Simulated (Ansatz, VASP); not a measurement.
BiAs in VASP and in Ansatz

The input INCAR:

```
SYSTEM = BiAs
ALGO     = Normal         ! electronic algorithm
EDIFF    = 1E-8           ! SCF threshold, eV
ENCUT    = 520            ! plane-wave cutoff, eV
GGA      = PE             ! functional
ISIF     = 2              ! what is computed and relaxed
ISMEAR   = -1             ! smearing method
LASPH    = .TRUE.         ! aspherical terms in the spheres
LCHARG   = .FALSE.        ! write CHGCAR
LEFG     = .TRUE.       
LREAL    = .FALSE.        ! projectors in reciprocal space
LWAVE    = .FALSE.        ! write WAVECAR
NBANDS   = 17             ! bands
NELM     = 60             ! most SCF steps
PREC     = Accurate       ! precision mode
SIGMA    = 0.03           ! smearing width, eV
```

File KPOINTS:

```
k-points
0
G
  11 11 11
  0 0 0
```

Contents of POSCAR:

```
BiAs
1.0
    0.0000000000      2.9962686446      2.9962686446
    2.9962686446      0.0000000000      2.9962686446
    2.9962686446      2.9962686446      0.0000000000
As Bi
1 1
Direct
    0.0000000000      0.0000000000      0.0000000000
    0.5000000000      0.5000000000      0.5000000000
```

Input for Ansatz:

```yaml
crystal:
  lattice:
    - [0.0, 2.9962686446, 2.9962686446]
    - [2.9962686446, 0.0, 2.9962686446]
    - [2.9962686446, 2.9962686446, 0.0]
  atoms:
    - { symbol: As, position: [0.0, 0.0, 0.0] }
    - { symbol: Bi, position: [0.5, 0.5, 0.5] }
kpoints:
  mp_grid: { grid: [11, 11, 11] }
scf:
  occupations: { method: fermi_dirac, width: 0.03 }
hamiltonian:
  xc: pbe
  pseudopotentials: { kind: paw }
output:
  forces: true
  stress: true
  eigenvalues: true
  efg: { contact_densities: true }
```

Change from the starting cell: volume scaled by 0.98, PAW files.

Alike in both runs: task electric field gradients; functional PBE; k mesh 11 × 11 × 11; occupations fermi-dirac, width 0.03 eV; no spin polarisation.

|  | VASP | Ansatz |
| --- | --- | --- |
| version | VASP 6.6.1 | Ansatz 0.2.0 |
| potentials or method | VASP PAW PBE potentials, release 64 (As, Bi_d) | PAW with Ansatz's default frozen-core files, scalar-relativistic |
| plane-wave cutoff (eV) | 520 | 420 |
| valence electrons in the cell | 20 | 30 |

|  | VASP | Ansatz | Ansatz less VASP |
| --- | --- | --- | --- |
| pressure (GPa) | 1.4 | 1.3 | -0.02 |

The functional is the same, so the differences come from potentials, cutoffs and numerics. VASP's potentials hold 20 valence electrons a cell and Ansatz's 30, so a difference there can come from the potentials and not from the codes.

Neither program's run includes spin-orbit coupling.
